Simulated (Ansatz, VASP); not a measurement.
HgTe: VASP beside Ansatz

```
Hg Te
1.0
     0.00000    3.07712    3.07712
     3.07712    0.00000    3.07712
     3.07712    3.07712    0.00000
Hg Te
1 1
Cartesian
  0.0000 0.0000 0.0000
  3.0771 3.0771 3.0771
```

Alike in both runs: task single point; functional PBE; k mesh 4 × 4 × 4; occupations gaussian, width 0.1 eV; no spin polarisation; Hubbard terms Hg d U = 7.8 eV.

|  | VASP | Ansatz |
| --- | --- | --- |
| version | VASP 6.6.1 | Ansatz 0.2.0 |
| potentials or method | VASP PAW PBE potentials, release 64 (Hg, Te), cutoff 500 eV | scalar-relativistic, plane waves, PAW |
| valence electrons in the cell | 18 | 36 |

```csv
,VASP,Ansatz,Ansatz less VASP
gap on the k mesh at the Fermi level (eV),none,none,-
pressure (GPa),0.0,2.0,+1.97
```

The programs project onto different local orbitals, so the same U acts differently, and such runs can settle in different states. A gap of «none» marks a metal or a gap that the smearing closes. VASP's potentials hold 18 valence electrons a cell and Ansatz's 36, so a difference there can come from the potentials and not from the codes. Ansatz's warnings: filled band counts differ across k points.

The k mesh is coarse, so the values compare programs but aren't converged. Spin-orbit coupling is off throughout.
